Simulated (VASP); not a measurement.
Set up this calculation in VASP 6.6.1, as the native input.

| Quantity | Value |
| --- | --- |
| Task | single point |
| Functional | PBE |
| Potentials or basis | VASP PAW PBE potentials, release 64 (Al, B, As) |
| Cutoff | 520 eV |
| k mesh | 6 × 6 × 6 |
| Occupations | gaussian, width 0.1 eV |
| Spin | no spin polarisation |
| Dipole correction | no |
| Further INCAR settings | ALGO = Normal; EDIFF = 1e-06; NBANDS = 21 |

The structure of Al2BAs3 lies in POSCAR:

```
Al2BAs3
1.0
   -1.8974958660      1.8974958660      8.3613025231
    1.8974958660     -1.8974958660      8.3613025231
    1.8974958660      1.8974958660     -8.3613025231
Al B As
2 1 3
Direct
    0.6598637821      0.6598637821      0.0000000000
    0.3401362179      0.3401362179      0.0000000000
    0.0000000000      0.0000000000      0.0000000000
    0.5680895667      0.0680895667      0.5000000000
    0.2500000000      0.7500000000      0.5000000000
    0.9319104333      0.4319104333      0.5000000000
```

The input as run:

INCAR

```
PREC = Accurate ; ENCUT = 520
EDIFF = 1E-6 ; ISMEAR = 0
SIGMA = 0.1 ; LREAL = False
LASPH = True ; NELM = 100
ALGO = Normal ; ISIF = 2
LWAVE = False ; LCHARG = False
GGA = PE ; NBANDS = 21
```

KPOINTS

```
regular mesh
0
Gamma
  6 6 6
```

Potentials or basis: VASP PAW PBE potentials, release 64 (Al, B, As).

Run with:

```sh
$ cat potpaw_PBE.64/Al/POTCAR potpaw_PBE.64/B/POTCAR potpaw_PBE.64/As/POTCAR > POTCAR
$ mpirun -np 1 vasp_std > vasp.out
```

Results of the run:

- Pressure: 0.5 GPa
- Largest force: 0.023 eV/Å
- Band gap on the k mesh: 0.83 eV (least direct gap 0.84 eV)

Run time: 2.8 min on 1 thread of Intel(R) Xeon(R) 6975P-C (Granite Rapids), with other jobs on the host, peak memory 0.68 GiB.
